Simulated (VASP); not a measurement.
## Cd: single point with r2SCAN

The system is Cd.

```xyz
2
Lattice="2.9031 0.0000 0.0000 -1.4516 2.5142 0.0000 0.0000 0.0000 5.2212" Properties=species:S:1:pos:R:3 pbc="T T T"
Cd    0.0000    1.6761    1.3053
Cd    1.4516    0.8381    3.9159
```

* Program: VASP 6.6.1
* Task: single point
* Functional: r2SCAN
* Potentials or basis: VASP PAW PBE potentials, release 64 (Cd)
* Cutoff: 520 eV
* k mesh: 18 × 18 × 8
* Occupations: fermi-dirac, width 0.05 eV
* Spin: no spin polarisation
* Dipole correction: no
* Further INCAR settings: ALGO = Normal; EDIFF = 1e-07; NBANDS = 19

```json
{
  "Pressure": "10.7 GPa",
  "Band gap on the k mesh": "zero (bands 12 and 13 overlap by 3.90 eV)"
}
```

Stress tensor (GPa, compression positive):
```
10.75  0.00  0.00
 0.00 10.75  0.00
 0.00  0.00 10.48
```

Levels at points of the mesh, in eV from the Fermi level:
| k point | band 9 | band 10 | band 11 | band 12 | band 13 | band 14 | band 15 | band 16 |
| --- | --- | --- | --- | --- | --- | --- | --- | --- |
| (0.00, 0.00, 0.00) | -9.64 | -9.22 | -9.22 | -3.73 | -2.62 | 13.03 | 15.02 | 16.09 |
| (0.50, 0.00, 0.00) | -8.95 | -8.91 | -3.15 | -2.36 | 2.50 | 3.18 | 4.23 | 5.83 |
| (0.00, 0.00, 0.50) | -9.39 | -9.39 | -8.52 | -8.52 | 5.00 | 5.00 | 15.38 | 15.38 |
| (0.50, 0.00, 0.50) | -8.93 | -8.93 | -2.26 | -2.26 | 0.18 | 0.18 | 9.64 | 9.64 |

Run time: 5 min on 1 thread of AMD EPYC 9R45 96-Core Processor (Zen 5), with other jobs on the host, peak memory 0.22 GiB.

Caveat: the cell stands under pressure; the PAW data sets were made with another functional, which shifts forces and pressure a little.
